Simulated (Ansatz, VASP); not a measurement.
**One calculation of KI, two programs**

INCAR

```
PREC = Accurate ; ENCUT = 520
EDIFF = 1E-6 ; ISMEAR = 0
SIGMA = 0.05 ; LREAL = False
LASPH = True ; NELM = 100
ALGO = Normal ; ISIF = 2
LWAVE = False ; LCHARG = False
NBANDS = 15
```

Contents of KPOINTS:

```
regular mesh
0
Gamma
  6 6 6
```

POSCAR

```
KI
1.0
    0.0000000000      3.3655656014      3.4109309835
    3.3655656014      0.0000000000      3.4109309835
    3.3655656014      3.3655656014      0.0000000000
K I
1 1
Direct
    0.0000000000      0.0000000000      0.0000000000
    0.5000000000      0.5000000000      0.5000000000
```

Input for Ansatz:

```yaml
crystal:
  lattice:
    - [0.0, 3.3655656014, 3.4109309835]
    - [3.3655656014, 0.0, 3.4109309835]
    - [3.3655656014, 3.3655656014, 0.0]
  atoms:
    - { symbol: K, position: [0.0, 0.0, 0.0] }
    - { symbol: I, position: [0.5, 0.5, 0.5] }
basis:
  ecutwfc: 420
kpoints:
  mp_grid: { grid: [6, 6, 6] }
hamiltonian:
  xc: lda
  pseudopotentials: { kind: paw }
scf:
  occupations: { method: gaussian, width: 0.05 }
output:
  forces: true
  stress: true
  eigenvalues: true
```

Change from the starting cell: mode 6 frozen in at +0.000 Å, equal normal strain along x and y -0.0133.

Alike in both runs: task single point; functional LDA; k mesh 6 × 6 × 6; occupations gaussian, width 0.05 eV; no spin polarisation.

|  | VASP | Ansatz |
| --- | --- | --- |
| version | VASP 6.6.1 | Ansatz 0.2.0 |
| potentials or method | VASP PAW LDA potentials, release 64 (K_sv, I), cutoff 520 eV | scalar-relativistic, plane waves, PAW |
| valence electrons in the cell | 16 | 26 |

Ansatz gave:

* gap on the k mesh at the Fermi level (eV): 3.93
* least direct gap on the mesh (eV): 3.93
* pressure (GPa): 0.4
* traceless stress, the component that is largest in VASP (GPa): -0.36

Problem. Estimate VASP's values.

Solution. gap on the k mesh at the Fermi level (eV): 3.94; least direct gap on the mesh (eV): 3.94; pressure (GPa): 0.5; traceless stress, the component that is largest in VASP (GPa): -0.37.

LDA's correlation is that of Perdew and Zunger in VASP and of Perdew and Wang (1992) in Ansatz. VASP's potentials hold 16 valence electrons a cell and Ansatz's 26, so a difference there can come from the potentials and not from the codes.

Spin-orbit coupling is off throughout.
